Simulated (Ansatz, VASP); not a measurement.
**Two plane-wave programs on ZnS**

```
Zn S
1.0
     3.78224    0.00000    0.00000
    -1.89112    3.27551    0.00000
     0.00000    0.00000    6.20818
Zn S
2 2
Direct
  0.33333 0.66667 0.97212
  0.66667 0.33333 0.47212
  0.33333 0.66667 0.40288
  0.66667 0.33333 0.90288
```

Change from the starting cell: polar distortion scaled by 0.55.

Alike in both runs: task single point; functional LDA; k mesh 9 × 9 × 6; no spin polarisation.

|  | VASP | Ansatz |
| --- | --- | --- |
| version | VASP 6.6.1 | Ansatz 0.2.0 |
| potentials or method | VASP PAW LDA potentials, release 64 (Zn, S), cutoff 520 eV | scalar-relativistic, plane waves, PAW |
| occupations | gaussian, width 0.01 eV | fixed |
| valence electrons in the cell | 36 | 36 |

|  | VASP | Ansatz | Ansatz less VASP |
| --- | --- | --- | --- |
| gap on the k mesh at the Fermi level (eV) | 2.26 | 2.22 | -0.035 |
| least direct gap on the mesh (eV) | 2.26 | 2.22 | -0.035 |
| pressure (GPa) | 0.5 | 0.2 | -0.25 |
| traceless stress, the component that is largest in VASP (GPa) | -4.51 | -4.37 | +0.148 |
| rms of the force components (eV/Å) | 0.477 | 0.471 | -0.0062 |

Ansatz warns that its potentials were made for another functional, while VASP's fit it. LDA's correlation is that of Perdew and Zunger in VASP and of Perdew and Wang (1992) in Ansatz. Atom by atom the forces differ by 0.006 eV/Å (rms over components).
